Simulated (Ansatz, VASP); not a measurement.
## Two plane-wave programs on Pt

Contents of INCAR:

```
PREC     = Accurate       # precision mode
ENCUT    = 520            # plane-wave cutoff, eV
EDIFF    = 1E-6           # SCF threshold, eV
ISMEAR   = 0              # smearing method
SIGMA    = 0.1            # smearing width, eV
LREAL    = False          # projectors in reciprocal space
LASPH    = True           # aspherical terms in the spheres
NELM     = 80             # most SCF steps
ALGO     = Fast           # electronic algorithm
ISIF     = 2              # what is computed and relaxed
LWAVE    = False          # write WAVECAR
LCHARG   = False          # write CHGCAR
GGA      = PE             # functional
NBANDS   = 11             # bands
```

KPOINTS

```
Automatic mesh
0
Gamma
  12 12 15
```

File POSCAR:

```
Pt
1.0
    2.8545944761     -0.0000000030      0.0001733079
   -1.4272972407      2.4721513384      0.0000000000
    1.4274336351      0.8241291934      2.2478801087
Pt
1
Direct
    0.0000000000      0.0000000000      0.0000000000
```

Input for Ansatz:

```yaml
crystal:
  lattice:
    - [2.8545944761, -3.0e-09, 0.0001733079]
    - [-1.4272972407, 2.4721513384, 0.0]
    - [1.4274336351, 0.8241291934, 2.2478801087]
  atoms:
    - { symbol: Pt, position: [0.0, 0.0, 0.0] }
basis:
  ecutwfc: 420
kpoints:
  mp_grid: { grid: [12, 12, 15] }
hamiltonian:
  xc: pbe
scf:
  occupations: { method: gaussian, width: 0.1 }
output:
  forces: true
  stress: true
  eigenvalues: true
```

Change from the starting cell: band edges of the strained film's bulk.

Alike in both runs: task single point; functional PBE; k mesh 12 × 12 × 15; occupations gaussian, width 0.1 eV; no spin polarisation.

|  | VASP | Ansatz |
| --- | --- | --- |
| version | VASP 6.6.1 | Ansatz 0.2.0 |
| potentials or method | VASP PAW PBE potentials, release 64 (Pt), cutoff 520 eV | scalar-relativistic, plane waves, PAW |
| valence electrons in the cell | 10 | 18 |

|  | VASP | Ansatz | Ansatz less VASP |
| --- | --- | --- | --- |
| gap on the k mesh at the Fermi level (eV) | none | none | - |
| pressure (GPa) | -3.4 | -2.9 | +0.47 |
| traceless stress, the component that is largest in VASP (GPa) | 2.95 | 2.94 | -0.011 |

A gap of «none» marks a metal or a gap that the smearing closes. The functional is the same, so the differences come from potentials, cutoffs and numerics. VASP's potentials hold 10 valence electrons a cell and Ansatz's 18, so a difference there can come from the potentials and not from the codes.

Neither program's run includes spin-orbit coupling.
